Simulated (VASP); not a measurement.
# LiF (Fm-3m) in VASP: further runs

LiF is run at these levels: PBE; tasks: single point.

Everything below comes from runs of VASP 6.6.1. Logs are shortened: lines on timing, memory, paths and dates and some standing lists are left out, and cuts for length are marked.

### Step 1. The cell of the first run

It takes space group Fm-3m (No. 225, cubic). Conventional cell: a = 3.706 Å, b = 3.706 Å, c = 3.706 Å, α = 90.00°, β = 90.00°, γ = 90.00°. Within 2.5 Å of Li (site symmetry m-3m) lie 6 F at 1.85 Å. Within 2.5 Å of F (site symmetry m-3m) lie 6 Li at 1.85 Å.

### Step 2. Single point, PBE (strain -0.080 along x and y, -0.080 along z)

File INCAR:

```
SYSTEM = LiF
PREC     = Accurate       ! precision mode
ENCUT    = 520            ! plane-wave cutoff, eV
EDIFF    = 1E-7           ! SCF threshold, eV
ISMEAR   = 0              ! smearing method
SIGMA    = 0.05           ! smearing width, eV
LREAL    = .FALSE.        ! projectors in reciprocal space
LASPH    = .TRUE.         ! aspherical terms in the spheres
NELM     = 100            ! most SCF steps
ALGO     = Normal         ! electronic algorithm
ISIF     = 2              ! what is computed and relaxed
LWAVE    = .FALSE.        ! write WAVECAR
LCHARG   = .FALSE.        ! write CHGCAR
GGA      = PE             ! functional
NBANDS   = 12             ! bands
```

File KPOINTS:

```
regular mesh
0
G
  10 10 10
  0 0 0
```

File POSCAR:

```
LiF
1.0
    0.0000000000      1.8528800000      1.8528800000
    1.8528800000      0.0000000000      1.8528800000
    1.8528800000      1.8528800000      0.0000000000
Li F
1 1
Direct
    0.0000000000      0.0000000000      0.0000000000
    0.5000000000      0.5000000000      0.5000000000
```

Potentials or basis: VASP PAW PBE potentials, release 64 (Li_sv, F).

The run is started by

```sh
$ cat potpaw_PBE.64/Li_sv/POTCAR potpaw_PBE.64/F/POTCAR > POTCAR
$ mpirun -np 1 vasp_std > vasp.out
```

OUTCAR:

```text
SYSTEM = LiF
   PREC = Accurate
   ENCUT = 520
   EDIFF = 1E-7
   ISMEAR = 0
   LREAL = .FALSE.
   LASPH = .TRUE.
   NELM = 100
   ISIF = 2
   GGA = PE

 ion  position               nearest neighbor table
   1  0.000  0.000  0.000-   2 1.85   2 1.85   2 1.85   2 1.85   2 1.85   2 1.85
   2  0.500  0.500  0.500-   1 1.85   1 1.85   1 1.85   1 1.85   1 1.85   1 1.85

  LATTYP: Found a face centered cubic cell.
 ALAT       =     3.7057600000

  Lattice vectors:

 A1 = (   0.0000000000,   1.8528800000,   1.8528800000)
 A2 = (   1.8528800000,   0.0000000000,   1.8528800000)
 A3 = (   1.8528800000,   1.8528800000,   0.0000000000)

Analysis of symmetry for initial positions (statically):
=====================================================================
 Subroutine PRICEL returns:
 Original cell was already a primitive cell.

 Routine SETGRP: Setting up the symmetry group for a
 face centered cubic supercell.

 Subroutine GETGRP returns: Found 48 space group operations
 (whereof 48 operations were pure point group operations)
 out of a pool of 48 trial point group operations.

The static configuration has the point symmetry O_h .

Analysis of symmetry for dynamics (positions and initial velocities):
=====================================================================
 Subroutine PRICEL returns:
 Original cell was already a primitive cell.

 Routine SETGRP: Setting up the symmetry group for a
 face centered cubic supercell.

 Subroutine GETGRP returns: Found 48 space group operations
 (whereof 48 operations were pure point group operations)
 out of a pool of 48 trial point group operations.

The dynamic configuration has the point symmetry O_h .

 Subroutine INISYM returns: Found 48 space group operations
 (whereof 48 operations are pure point group operations),
 and found     1 'primitive' translations

----------------------------------------------------------------------------------------

                                     Primitive cell

  volume of cell :      12.7225

  direct lattice vectors                    reciprocal lattice vectors
     0.000000000  1.852880000  1.852880000    -0.269850179  0.269850179  0.269850179
     1.852880000  0.000000000  1.852880000     0.269850179 -0.269850179  0.269850179
     1.852880000  1.852880000  0.000000000     0.269850179  0.269850179 -0.269850179

  length of vectors
     2.620368025  2.620368025  2.620368025     0.467394221  0.467394221  0.467394221

  position of ions in fractional coordinates (direct lattice)
     0.000000000  0.000000000  0.000000000
     0.500000000  0.500000000  0.500000000

  ion indices of the primitive-cell ions
   primitive index   ion index
                 1           1
                 2           2

----------------------------------------------------------------------------------------

 KPOINTS: regular mesh

Automatic generation of k-mesh.
 Grid dimensions read from file:
 generate k-points for:   10   10   10

 Generating k-lattice:

  Cartesian coordinates                     Fractional coordinates (reciprocal lattice)
    -0.026985018  0.026985018  0.026985018     0.100000000  0.000000000  0.000000000
     0.026985018 -0.026985018  0.026985018     0.000000000  0.100000000  0.000000000
     0.026985018  0.026985018 -0.026985018     0.000000000  0.000000000  0.100000000

  Length of vectors
     0.046739422  0.046739422  0.046739422

  Shift w.r.t. Gamma in fractional coordinates (k-lattice)
     0.000000000  0.000000000  0.000000000

 Subroutine IBZKPT returns following result:
 ===========================================

 Found     47 irreducible k-points:

 Following reciprocal coordinates:
            Coordinates               Weight
  0.000000  0.000000  0.000000      1.000000
  0.100000  0.000000  0.000000      8.000000
  0.200000  0.000000  0.000000      8.000000
  0.300000  0.000000  0.000000      8.000000
  0.400000  0.000000  0.000000      8.000000
  0.500000  0.000000  0.000000      4.000000
[... 16 lines left out ...]
  0.300000  0.300000  0.000000      6.000000
  0.400000  0.300000  0.000000     24.000000
 [... further k-points ...]
   k-points           NKPTS =     47   k-points in BZ     NKDIM =     47   number of bands    NBANDS=     12
   number of dos      NEDOS =    301   number of ions     NIONS =      2
   total plane-waves  NPLWV =   8000
   dimension x,y,z NGX =    20 NGY =   20 NGZ =   20
   dimension x,y,z NGXF=    40 NGYF=   40 NGZF=   40
   ions per type =               1   1
   NGX,Y,Z   is equivalent  to a cutoff of  12.69, 12.69, 12.69 a.u.
   NGXF,Y,Z  is equivalent  to a cutoff of  25.38, 25.38, 25.38 a.u.
 SYSTEM =  LiF
   PREC   = accura    normal or accurate (medium, high low for compatibility)
   ISTART =      0    job   : 0-new  1-cont  2-samecut
   ICHARG =      2    charge: 1-file 2-atom 10-const
   ISPIN  =      1    spin polarized calculation?
   LNONCOLLINEAR =      F non collinear calculations
   LSORBIT =      F    spin-orbit coupling
   LASPH  =      T    aspherical Exc in radial PAW
   ENCUT  =  520.0 eV  38.22 Ry    6.18 a.u.   4.87  4.87  4.87*2*pi/ulx,y,z
   NELM   =    100;   NELMIN=  2; NELMDL= -5     # of ELM steps
   EDIFF  = 0.1E-06   stopping-criterion for ELM
   LREAL  =      F    real-space projection
   EDIFFG = 0.1E-05   stopping-criterion for IOM
   NSW    =      0    number of steps for IOM
   IBRION =     -1    ionic relax: 0-MD 1-quasi-New 2-CG
   NFREE  =      0    steps in history (QN), initial steepest desc. (CG)
   ISIF   =      2    stress and relaxation
   ISYM   =      2    0-nonsym 1-usesym 2-fastsym
   POTIM  = 0.5000    time-step for ionic-motion
   TEBEG  =    0.0;   TEEND  =   0.0 temperature during run
   PSTRESS=    0.0 pullay stress
   NELECT =      10.0000    total number of electrons
   NUPDOWN=      -1.0000    fix difference up-down
   EMIN   =  10.00;   EMAX   =-10.00  energy-range for DOS
   EFERMI =   0.00;   METHOD = LEGACY
   ISMEAR =     0;   SIGMA  =   0.05  broadening in eV -4-tet -1-fermi 0-gaus
   EFERMI_NEDOS =   21; number of points for ismear=-14 and -15
   IALGO  =     38    algorithm
   IMIX   =      4    mixing-type and parameters
     AMIX     =   0.40;   BMIX     =  1.00
     AMIX_MAG =   1.60;   BMIX_MAG =  1.00
  volume/ion in A,a.u.               =       6.36        42.93
  Fermi-wavevector in a.u.,A,eV,Ry     =   1.510837  2.855067 31.057035  2.282628
  Thomas-Fermi vector in A             =   2.620974
   LORBIT       =      0    0 simple, 1 ext, 2 COOP (PROOUT), +10 PAW based schemes
   GGA     = PE    functional components
   LHFCALC =     F    Hartree Fock is set to
   AEXX    =    0.0000 exact exchange contribution
   IVDW    =     0    specifies the selected vdW correction
   LEPSILON=     F    determine dielectric tensor
   LRPA    =     F    only Hartree local field effects (RPA)
 non-spin polarized calculation
 Gauss-broadening in eV      SIGMA  =   0.05
  energy-cutoff  :      520.00
  volume of cell :       12.72
 maximum number of plane-waves:       352
   NGX =  9   NGY =  9   NGZ =  9

 number of electron      10.0000014 magnetization

 Free energy of the ion-electron system (eV)
  ---------------------------------------------------
  ext. energy  EPLUGINS =         0.00000000
  ---------------------------------------------------
  free energy    TOTEN  =        -9.29671758 eV

  energy without entropy =       -9.29671758  energy(sigma->0) =       -9.29671758

 E-fermi :   1.2293     XC(G=0): -11.2609

 val. band max:        0.7745962027   @ k =   0.0000   0.0000   0.0000
 cond. band min:      12.4747035706   @ k =   0.0000   0.0000   0.0000
 fundamental gap:     11.7001073679
 Fermi energy:         1.2292934182

 k-point     1 :       0.0000    0.0000    0.0000
  band No.  band energies     occupation
      1     -39.8011      2.00000
      2     -19.9894      2.00000
      3       0.7746      2.00000
      4       0.7746      2.00000
      5       0.7746      2.00000
      6      12.4747      0.00000
      7      27.6332      0.00000
      8      27.6332      0.00000
      9      27.6332      0.00000
     10      28.2064      0.00000
     11      28.2064      0.00000
     12      28.2065      0.00000

 k-point     2 :       0.1000    0.0000    0.0000
  band No.  band energies     occupation
      1     -39.7852      2.00000
      2     -19.9369      2.00000
      3       0.4053      2.00000
      4       0.7409      2.00000
      5       0.7409      2.00000
      6      12.7401      0.00000
      7      24.4962      0.00000
      8      26.3537      0.00000
      9      26.3537      0.00000
     10      29.1016      0.00000
     11      29.1016      0.00000
     12      29.5639      0.00000

 k-point     3 :       0.2000    0.0000    0.0000
  band No.  band energies     occupation
      1     -39.7434      2.00000
      2     -19.7935      2.00000
      3      -0.4964      2.00000
      4       0.6550      2.00000
      5       0.6550      2.00000
      6      13.2387      0.00000
      7      21.8715      0.00000
      8      24.5561      0.00000
      9      24.5562      0.00000
     10      30.6055      0.00000
     11      30.6055      0.00000
     12      30.8244      0.00000
[... 286 lines left out ...]
 k-point    23 :       0.3000    0.3000    0.0000
  band No.  band energies     occupation
      1     -39.6624      2.00000
      2     -19.3574      2.00000
      3      -1.8023      2.00000
      4      -0.1869      2.00000
      5      -0.1869      2.00000
      6      15.6786      0.00000
      7      20.1021      0.00000
      8      22.5808      0.00000
      9      24.1354      0.00000
     10      24.1354      0.00000
     11      39.7445      0.00000
     12      41.0928      0.00000

 k-point    24 :       0.4000    0.3000    0.0000
  band No.  band energies     occupation
      1     -39.6318      2.00000
      2     -19.1735      2.00000
      3      -2.4267      2.00000
      4      -0.4854      2.00000
      5      -0.3271      2.00000
      6      16.4314      0.00000
      7      19.0955      0.00000
      8      22.1838      0.00000
      9      23.8768      0.00000
     10      25.0221      0.00000
     11      40.3941      0.00000
     12      40.8890      0.00000

 [... further k-points ...]
[... 5 lines left out ...]
  --------------------------------------------------------------------------------------
  -------------------------------------------------------------------------------------
  Total        2.6641436      2.6641436      2.6641436      0.0000000      0.0000000      0.0000000
  in kB      335.5029387    335.5029387    335.5029387      0.0000000      0.0000000      0.0000000
  external PRESSURE =     335.5029387 kB  Pullay stress =       0.0000000 kB

 VOLUME and BASIS-vectors are now :
 -----------------------------------------------------------------------------
  energy-cutoff  :      520.00
  volume of cell :       12.72
      direct lattice vectors                 reciprocal lattice vectors
     0.000000000  1.852880000  1.852880000    -0.269850179  0.269850179  0.269850179
     1.852880000  0.000000000  1.852880000     0.269850179 -0.269850179  0.269850179
     1.852880000  1.852880000  0.000000000     0.269850179  0.269850179 -0.269850179

 POSITION                                       TOTAL-FORCE (eV/Angst)
 -----------------------------------------------------------------------------------
      0.00000      0.00000      0.00000         0.000000      0.000000      0.000000
      1.85288      1.85288      1.85288        -0.000000     -0.000000     -0.000000
 -----------------------------------------------------------------------------------
    total drift:                                0.000000      0.000000      0.000000

  FREE ENERGIE OF THE ION-ELECTRON SYSTEM (eV)
  ---------------------------------------------------
  free  energy   TOTEN  =        -9.2967175826 eV

  energy  without entropy=       -9.2967175826  energy(sigma->0) =       -9.29671758
```

Run time: 6.9 s. Hardware: 1 thread of AMD EPYC 7R13 (Zen 3), shared host; peak memory 0.09 GiB.

What came out:

| Property | Result |
| --- | --- |
| Free energy | -9.2967 eV |
| Band gap on the k mesh | 11.70 eV, direct |

Levels at points of the mesh, in eV from the valence-band top:
| k point | band 1 | band 2 | band 3 | band 4 | band 5 | band 6 | band 7 | band 8 | band 9 | band 10 |
| --- | --- | --- | --- | --- | --- | --- | --- | --- | --- | --- |
| (0.00, 0.00, 0.00) | -40.58 | -20.76 | 0.00 | 0.00 | 0.00 | 11.70 | 26.86 | 26.86 | 26.86 | 27.43 |
| (0.50, 0.00, 0.00) | -40.41 | -20.15 | -3.36 | -0.33 | -0.33 | 12.19 | 19.98 | 20.92 | 20.92 | 35.21 |
| (0.50, 0.50, 0.00) | -40.37 | -19.63 | -4.27 | -1.44 | -1.44 | 17.40 | 17.61 | 20.78 | 23.42 | 23.42 |

Caveat: the cell differs from its parent crystal (strain -0.080 along x and y, -0.080 along z); the cutoff is under 1.25 times the usual one of these potentials, so pressure, stress and relaxed cells hold a basis-set (Pulay) error. A k mesh can miss the band edges.

[end of part 1 of 2]
